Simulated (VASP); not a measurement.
Write the native input for VASP 6.6.1 that does the following.

- Task: electric field gradients
- Functional: LDA
- Potentials or basis: VASP PAW LDA potentials, release 64 (Na_pv, H)
- Cutoff: 520 eV
- k mesh: 8 × 8 × 8
- Occupations: fermi-dirac, width 0.03 eV
- Spin: no spin polarisation
- Dipole correction: no
- Further INCAR settings: ALGO = Normal; EDIFF = 1e-08; NBANDS = 11

The structure of NaH lies in POSCAR:

```
NaH
1.0
    0.0000000000      2.3864216652      2.3864216652
    2.3864216652      0.0000000000      2.3864216652
    2.3864216652      2.3864216652      0.0000000000
Na H
1 1
Direct
    0.0000000000      0.0000000000      0.0000000000
    0.5000000000      0.5000000000      0.5000000000
```

The input as run:

INCAR

```
PREC = Accurate
ENCUT = 520
EDIFF = 1E-8
ISMEAR = -1
SIGMA = 0.03
LREAL = False
LASPH = True
NELM = 60
ALGO = Normal
ISIF = 2
LWAVE = False
LCHARG = False
LEFG = True
NBANDS = 11
```

KPOINTS

```
Automatic mesh
0
Gamma
  8 8 8
```

Potentials or basis: VASP PAW LDA potentials, release 64 (Na_pv, H).

Run with:

```bash
$ cat potpaw_LDA.64/Na_pv/POTCAR potpaw_LDA.64/H/POTCAR > POTCAR
$ mpirun -np 1 vasp_std > vasp.out
```

Results of the run:

```
Pressure               : -1.4 GPa
Band gap on the k mesh : 3.46 eV, indirect (least direct gap 4.40 eV)
```

Caveat: without QUAD_EFG the Cq values of the log hold for a quadrupole moment of 1 mb, not for the nuclei.

Wall time 14 s on 1 thread of AMD EPYC 7R13, with other jobs on the host, peak memory 0.1 GiB.
